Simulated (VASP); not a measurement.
Write the native input for VASP 6.6.1 that does the following.

```yaml
Task: single point
Functional: PBE
Potentials_or_basis: VASP PAW PBE potentials, release 64 (Ta_pv)
Cutoff: 520 eV
k_mesh: 14 × 14 × 14
Occupations: fermi-dirac, width 0.08 eV
Spin: no spin polarisation
Dipole_correction: no
Further_INCAR_settings: ALGO = Normal; EDIFF = 1e-06; NBANDS = 12
```

The structure of Ta lies in POSCAR:

```
Ta
1.0
    2.1034595769      0.0000000000      0.0000000000
    0.0000000000      2.1034595769      0.0000000000
    0.0000000000      0.0000000000      2.1034595769
Ta
1
Direct
    0.0000000000      0.0000000000      0.0000000000
```

This cell differs from its parent crystal: volume scaled by 0.45.

These files were run (other wordings do the same):

INCAR

```
SYSTEM = Ta
ALGO = Normal
EDIFF = 1E-6
ENCUT = 520
GGA = PE
ISIF = 2
ISMEAR = -1
LASPH = .True.
LCHARG = .True.
LELF = .True.
LREAL = .False.
LVHAR = .True.
LWAVE = .False.
NBANDS = 12
NELM = 100
PREC = Accurate
SIGMA = 0.08
```

KPOINTS

```
k-points
0
Gamma
  14 14 14
  0 0 0
```

Potentials or basis: VASP PAW PBE potentials, release 64 (Ta_pv).

Run with:

```sh
$ cat potpaw_PBE.64/Ta_pv/POTCAR > POTCAR
$ mpirun -np 1 vasp_std > vasp.out
```

Results of the run:

```
Pressure : 581.4 GPa
```

Run time: 5.4 s on 1 thread of AMD EPYC 9R45 96-Core Processor (Zen 5), on a shared host, peak memory 0.09 GiB.
